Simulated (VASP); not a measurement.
# CdO (Fm-3m) in VASP: further runs

The runs below take CdO through single point, with PBE, LDA.

All numbers are computed with VASP 6.6.1; they aren't measurements. Logs are shortened: lines on timing, memory, paths and dates and some standing lists are left out, and cuts for length are marked.

**1. The cell of the first run**

It takes space group Fm-3m (No. 225, cubic). Conventional cell: a = 4.706 Å, b = 4.706 Å, c = 4.706 Å, α = 90.00°, β = 90.00°, γ = 90.00°. Within 3.1 Å of Cd (site symmetry m-3m) lie 6 O at 2.35 Å. O (site symmetry m-3m) has 6 Cd at 2.35 Å within 3.1 Å.

**2. Single point, PBE**

Contents of INCAR:

```
ALGO = Normal
EDIFF = 1E-6
ENCUT = 600
GGA = PE
GGA_COMPAT = F
ISIF = 2
ISMEAR = -1
LASPH = T
LCHARG = F
LREAL = F
LWAVE = F
NBANDS = 16
NELM = 120
PREC = Accurate
SIGMA = 0.02
```

Contents of KPOINTS:

```
k-points
0
Gamma
  4 4 4
```

Contents of POSCAR:

```
CdO
1.0
    0.0000000000      2.3530013823      2.3530013823
    2.3530013823      0.0000000000      2.3530013823
    2.3530013823      2.3530013823      0.0000000000
Cd O
1 1
Direct
    0.0000000000      0.0000000000      0.0000000000
    0.5000000000      0.5000000000      0.5000000000
```

Potentials or basis: VASP PAW PBE potentials, release 64 (Cd, O).

Command:

```sh
$ cat potpaw_PBE.64/Cd/POTCAR potpaw_PBE.64/O/POTCAR > POTCAR
$ mpirun -np 1 vasp_std > vasp.out
```

OUTCAR:

```text
EDIFF = 1E-6
   ENCUT = 600
   GGA = PE
   ISIF = 2
   ISMEAR = -1
   LASPH = T
   LREAL = F
   NELM = 120
   PREC = Accurate

 ion  position               nearest neighbor table
   1  0.000  0.000  0.000-   2 2.35   2 2.35   2 2.35   2 2.35   2 2.35   2 2.35
   2  0.500  0.500  0.500-   1 2.35   1 2.35   1 2.35   1 2.35   1 2.35   1 2.35

  LATTYP: Found a face centered cubic cell.
 ALAT       =     4.7060027646

  Lattice vectors:

 A1 = (   0.0000000000,   2.3530013823,   2.3530013823)
 A2 = (   2.3530013823,   0.0000000000,   2.3530013823)
 A3 = (   2.3530013823,   2.3530013823,   0.0000000000)

Analysis of symmetry for initial positions (statically):
=====================================================================
 Subroutine PRICEL returns:
 Original cell was already a primitive cell.

 Routine SETGRP: Setting up the symmetry group for a
 face centered cubic supercell.

 Subroutine GETGRP returns: Found 48 space group operations
 (whereof 48 operations were pure point group operations)
 out of a pool of 48 trial point group operations.

The static configuration has the point symmetry O_h .

Analysis of symmetry for dynamics (positions and initial velocities):
=====================================================================
 Subroutine PRICEL returns:
 Original cell was already a primitive cell.

 Routine SETGRP: Setting up the symmetry group for a
 face centered cubic supercell.

 Subroutine GETGRP returns: Found 48 space group operations
 (whereof 48 operations were pure point group operations)
 out of a pool of 48 trial point group operations.

The dynamic configuration has the point symmetry O_h .

 Subroutine INISYM returns: Found 48 space group operations
 (whereof 48 operations are pure point group operations),
 and found     1 'primitive' translations

----------------------------------------------------------------------------------------

                                     Primitive cell

  volume of cell :      26.0553

  direct lattice vectors                    reciprocal lattice vectors
     0.000000000  2.353001382  2.353001382    -0.212494563  0.212494563  0.212494563
     2.353001382  0.000000000  2.353001382     0.212494563 -0.212494563  0.212494563
     2.353001382  2.353001382  0.000000000     0.212494563  0.212494563 -0.212494563

[... 62 lines left out ...]
   LSORBIT =      F    spin-orbit coupling
   LASPH  =      T    aspherical Exc in radial PAW
   ENCUT  =  600.0 eV  44.10 Ry    6.64 a.u.   6.65  6.65  6.65*2*pi/ulx,y,z
   NELM   =    120;   NELMIN=  2; NELMDL= -5     # of ELM steps
   EDIFF  = 0.1E-05   stopping-criterion for ELM
   LREAL  =      F    real-space projection
   EDIFFG = 0.1E-04   stopping-criterion for IOM
   NSW    =      0    number of steps for IOM
   IBRION =     -1    ionic relax: 0-MD 1-quasi-New 2-CG
   NFREE  =      0    steps in history (QN), initial steepest desc. (CG)
   ISIF   =      2    stress and relaxation
   ISYM   =      2    0-nonsym 1-usesym 2-fastsym
   POTIM  = 0.5000    time-step for ionic-motion
   TEBEG  =    0.0;   TEEND  =   0.0 temperature during run
   PSTRESS=    0.0 pullay stress
   NELECT =      18.0000    total number of electrons
   NUPDOWN=      -1.0000    fix difference up-down
   EMIN   =  10.00;   EMAX   =-10.00  energy-range for DOS
   EFERMI =   0.00;   METHOD = LEGACY
   ISMEAR =    -1;   SIGMA  =   0.02  broadening in eV -4-tet -1-fermi 0-gaus
   EFERMI_NEDOS =   21; number of points for ismear=-14 and -15
   IALGO  =     38    algorithm
   IMIX   =      4    mixing-type and parameters
     AMIX     =   0.40;   BMIX     =  1.00
     AMIX_MAG =   1.60;   BMIX_MAG =  1.00
  volume/ion in A,a.u.               =      13.03        87.92
  Fermi-wavevector in a.u.,A,eV,Ry     =   1.447216  2.734843 28.496524  2.094435
  Thomas-Fermi vector in A             =   2.565196
   LORBIT       =      0    0 simple, 1 ext, 2 COOP (PROOUT), +10 PAW based schemes
   GGA     = PE    functional components
   LHFCALC =     F    Hartree Fock is set to
   AEXX    =    0.0000 exact exchange contribution
   IVDW    =     0    specifies the selected vdW correction
   LEPSILON=     F    determine dielectric tensor
   LRPA    =     F    only Hartree local field effects (RPA)
 non-spin polarized calculation
  energy-cutoff  :      600.00
  volume of cell :       26.06
 maximum number of plane-waves:       893
 NGX is ok and might be reduce to    28
   NGX = 13   NGY = 13   NGZ = 13

 number of electron      18.0000002 magnetization

 Free energy of the ion-electron system (eV)
  ---------------------------------------------------
  ext. energy  EPLUGINS =         0.00000000
  ---------------------------------------------------
  free energy    TOTEN  =        -7.68198108 eV

  energy without entropy =       -7.68006588  energy(sigma->0) =       -7.68102348

 E-fermi :   2.0314     XC(G=0): -11.6757

 val. band max:        1.9923472354   @ k =   0.5000   0.0000   0.0000
 cond. band min:       4.6037596561   @ k =   0.2500   0.0000   0.0000
 fundamental gap:      2.6114124207
 Fermi energy:         2.0314455591

 k-point     1 :       0.0000    0.0000    0.0000
  band No.  band energies     occupation
      1     -15.3402      2.00000
      2      -4.7112      2.00000
      3      -4.7112      2.00000
      4      -4.7112      2.00000
      5      -4.4089      2.00000
      6      -4.4089      2.00000
[... 129 lines left out ...]
      3      -4.8344      2.00000
      4      -4.8344      2.00000
      5      -4.0264      2.00000
      6      -3.8232      2.00000
[... 8 lines left out ...]
     15      20.7153      0.00000
     16      27.6246      0.00000

------------------------ aborting loop because EDIFF is reached ----------------------------------------

  FORCE on cell =-STRESS in cart. coord.  units (eV):
  Direction    XX          YY          ZZ          XY          YZ          ZX
  --------------------------------------------------------------------------------------
  -------------------------------------------------------------------------------------
  Total        1.1287252      1.1287252      1.1287252     -0.0000000     -0.0000000     -0.0000000
  in kB       69.4068392     69.4068392     69.4068392     -0.0000000     -0.0000000     -0.0000000
  external PRESSURE =      69.4068392 kB  Pullay stress =       0.0000000 kB

 VOLUME and BASIS-vectors are now :
 -----------------------------------------------------------------------------
  energy-cutoff  :      600.00
  volume of cell :       26.06
      direct lattice vectors                 reciprocal lattice vectors
     0.000000000  2.353001382  2.353001382    -0.212494563  0.212494563  0.212494563
     2.353001382  0.000000000  2.353001382     0.212494563 -0.212494563  0.212494563
     2.353001382  2.353001382  0.000000000     0.212494563  0.212494563 -0.212494563

 POSITION                                       TOTAL-FORCE (eV/Angst)
 -----------------------------------------------------------------------------------
      0.00000      0.00000      0.00000        -0.000000      0.000000     -0.000000
      2.35300      2.35300      2.35300         0.000000     -0.000000      0.000000
 -----------------------------------------------------------------------------------
    total drift:                                0.000000      0.000000      0.000000

  FREE ENERGIE OF THE ION-ELECTRON SYSTEM (eV)
  ---------------------------------------------------
  free  energy   TOTEN  =        -7.6819810810 eV

  energy  without entropy=       -7.6800658818  energy(sigma->0) =       -7.68102348
```

OSZICAR:

```text
N       E                     dE             d eps       ncg     rms          rms(c)
DAV:   1     0.120244483427E+03    0.12024E+03   -0.11292E+04   264   0.130E+03
DAV:   2    -0.598447413236E+01   -0.12623E+03   -0.11640E+03   304   0.300E+02
DAV:   3    -0.950048830390E+01   -0.35160E+01   -0.35123E+01   312   0.543E+01
DAV:   4    -0.950781069608E+01   -0.73224E-02   -0.73223E-02   328   0.253E+00
DAV:   5    -0.950783122796E+01   -0.20532E-04   -0.20532E-04   328   0.121E-01    0.105E+01
DAV:   6    -0.775045148251E+01    0.17574E+01   -0.50841E+00   336   0.366E+01    0.912E+00
DAV:   7    -0.770154276398E+01    0.48909E-01   -0.63482E-01   256   0.767E+00    0.470E+00
DAV:   8    -0.768565525985E+01    0.15888E-01   -0.10209E-01   256   0.281E+00    0.671E-01
DAV:   9    -0.768188928272E+01    0.37660E-02   -0.81843E-03   336   0.920E-01    0.116E-01
DAV:  10    -0.768195406550E+01   -0.64783E-04   -0.90460E-04   296   0.301E-01    0.384E-02
DAV:  11    -0.768198506611E+01   -0.31001E-04   -0.45374E-05   320   0.654E-02    0.207E-02
DAV:  12    -0.768198127550E+01    0.37906E-05   -0.84709E-06   288   0.288E-02    0.654E-03
DAV:  13    -0.768198108102E+01    0.19448E-06   -0.57994E-07   184   0.802E-03
   1 F= -.76819811E+01 E0= -.76810235E+01  d E =-.191520E-02
```

stdout:

```text
POSCAR found type information on POSCAR CdO
 POSCAR found :  2 types and       2 ions
 scaLAPACK will be used
 LDA part: xc-table for (Slater+PW92), standard interpolation
 POSCAR, INCAR and KPOINTS ok, starting setup
 FFT: planning ... GRIDC
 FFT: planning ... GRID_SOFT
 FFT: planning ... GRID
 WAVECAR not read
 entering main loop
```

It took 4.2 s on 1 thread of Intel Xeon 6975P-C (Granite Rapids), shared host; peak memory 0.15 GiB.

What came out:

* Free energy: -7.6820 eV
* Pressure: 6.9 GPa
* Band gap on the k mesh: zero (band 9 reaches 1.99 eV, above the bottom of band 10 at 1.56 eV)

Levels at points of the mesh, in eV from the Fermi level:
| k point | band 7 | band 8 | band 9 | band 10 | band 11 | band 12 |
| --- | --- | --- | --- | --- | --- | --- |
| (0.00, 0.00, 0.00) | -1.35 | -1.35 | -1.35 | -0.47 | 14.95 | 16.97 |
| (0.50, 0.00, 0.00) | -3.84 | -0.04 | -0.04 | 4.41 | 7.25 | 11.90 |
| (0.50, 0.50, 0.00) | -4.33 | -2.32 | -2.32 | 3.83 | 8.50 | 11.17 |

Caveat: the k points lie up to 0.58 Å⁻¹ apart.

**3. Single point, LDA**

Contents of INCAR:

```
SYSTEM = CdO
  PREC = Accurate
  ENCUT = 600
  EDIFF = 1E-6
  ISMEAR = -1
  SIGMA = 0.02
  LREAL = .False.
  LASPH = .True.
  NELM = 120
  ALGO = Normal
  ISIF = 2
  LWAVE = .False.
  LCHARG = .False.
  NBANDS = 16
  GGA_COMPAT = .False.
```

Contents of KPOINTS:

```
regular mesh
0
Gamma
  6 6 6
  0 0 0
```

POSCAR is that of step 2.

Potentials or basis: VASP PAW LDA potentials, release 64 (Cd, O).

Command:

```sh
$ cat potpaw_LDA.64/Cd/POTCAR potpaw_LDA.64/O/POTCAR > POTCAR
$ mpirun -np 1 vasp_std > vasp.out
```

Run time: 4.6 s. Hardware: 1 thread of Intel Xeon 6975P-C (Granite Rapids), shared host; peak memory 0.14 GiB.

It converged, with:

```
Free energy            : -9.3301 eV
Pressure               : -5.2 GPa
Band gap on the k mesh : zero (band 9 reaches 1.74 eV, above the bottom of band 10 at 1.22 eV)
```

Levels at points of the mesh, in eV from the Fermi level:
| k point | band 5 | band 6 | band 7 | band 8 | band 9 | band 10 | band 11 | band 12 | band 13 | band 14 |
| --- | --- | --- | --- | --- | --- | --- | --- | --- | --- | --- |
| (0.00, 0.00, 0.00) | -6.41 | -6.41 | -1.40 | -1.40 | -1.40 | -0.56 | 14.77 | 16.81 | 16.81 | 16.81 |
| (0.50, 0.00, 0.00) | -6.14 | -6.14 | -3.88 | -0.04 | -0.04 | 4.25 | 7.09 | 11.63 | 11.63 | 17.51 |
| (0.50, 0.50, 0.00) | -6.00 | -5.67 | -4.44 | -2.39 | -2.39 | 3.60 | 8.33 | 11.05 | 13.04 | 13.04 |

Caveat: the k points lie up to 0.39 Å⁻¹ apart.

**4. Single point, PBE**

Contents of INCAR:

```
  PREC = Accurate
  ENCUT = 600
  EDIFF = 1E-6
  ISMEAR = -1
  SIGMA = 0.02
  LREAL = False
  LASPH = True
  NELM = 120
  ALGO = Normal
  ISIF = 2
  LWAVE = False
  LCHARG = True
  GGA = PE
  LELF = True
  LVHAR = True
  NBANDS = 16
  GGA_COMPAT = False
```

Contents of KPOINTS:

```
Automatic mesh
0
Gamma
  8 8 8
```

POSCAR is that of step 3.

Potentials or basis: VASP PAW PBE potentials, release 64 (Cd, O).

Command:

```sh
$ cat potpaw_PBE.64/Cd/POTCAR potpaw_PBE.64/O/POTCAR > POTCAR
$ mpirun -np 1 vasp_std > vasp.out
```

It took 9.4 s on 1 thread of Intel Xeon 6975P-C (Granite Rapids), shared host; peak memory 0.16 GiB.

The run converged. Its results:

```yaml
Free_energy: -7.7041 eV
Pressure: 6.7 GPa
Band_gap_on_the_k_mesh: zero (band 9 reaches 1.99 eV, above the bottom of band 10 at 1.56 eV)
```

Levels at points of the mesh, in eV from the Fermi level:
```csv
k point,band 5,band 6,band 7,band 8,band 9,band 10,band 11,band 12,band 13,band 14
"(0.00, 0.00, 0.00)",-6.44,-6.44,-1.36,-1.36,-1.36,-0.48,14.94,16.96,16.96,16.96
"(0.50, 0.00, 0.00)",-6.19,-6.19,-3.84,-0.04,-0.04,4.40,7.24,11.89,11.89,17.68
"(0.50, 0.50, 0.00)",-6.05,-5.75,-4.34,-2.33,-2.33,3.83,8.50,11.16,13.28,13.28
```

**5. Overview**

```tsv
level	potentials or basis	k mesh	gap on the mesh (eV)	pressure (GPa)
PBE	VASP PAW PBE potentials, release 64 (Cd, O)	4 × 4 × 4	none	6.9
LDA	VASP PAW LDA potentials, release 64 (Cd, O)	6 × 6 × 6	none	-5.2
PBE	VASP PAW PBE potentials, release 64 (Cd, O)	8 × 8 × 8	none	6.7
```

Alike in all rows: task single point; no spin polarisation; cell as given; cutoff (eV) 600; smearing fermi-dirac 0.02 eV.

Caveats: some runs use coarse meshes.

Absolute energies hang on the potentials; compare differences alone.
